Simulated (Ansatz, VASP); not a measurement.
# Mg5O in VASP and in Ansatz

```
CELL_PARAMETERS angstrom
5.53531 0.00000 0.00000
-2.76765 4.79372 0.00000
0.00000 0.00000 5.31772
ATOMIC_POSITIONS crystal
Mg 0.33333 0.66667 0.00000
Mg 0.66667 0.33333 0.00000
Mg 0.50000 0.00000 0.50000
Mg 0.50000 0.50000 0.50000
Mg 0.00000 0.50000 0.50000
O 0.00000 0.00000 0.00000
```

Change from the starting cell: species swapped into the YCo5 type (P6/mmm, No. 191).

Alike in both runs: functional PBE; k mesh 4 × 4 × 4; occupations gaussian, width 0.2 eV; no spin polarisation.

Ansatz relaxed the structure, and its values are those at the end. VASP's run is a single point on that final structure, the one shown.

|  | VASP | Ansatz |
| --- | --- | --- |
| version | VASP 6.6.1 | Ansatz 0.2.0 |
| potentials or method | VASP PAW PBE potentials, release 64 (Mg, O), cutoff 600 eV | scalar-relativistic, plane waves, PAW |
| valence electrons in the cell | 16 | 56 |

|  | VASP | Ansatz | Ansatz less VASP |
| --- | --- | --- | --- |
| gap on the k mesh at the Fermi level (eV) | none | none | - |
| pressure (GPa) | -0.1 | 0.0 | +0.09 |

A gap of «none» marks a metal or a gap that the smearing closes. VASP's potentials hold 16 valence electrons a cell and Ansatz's 56, so a difference there can come from the potentials and not from the codes.
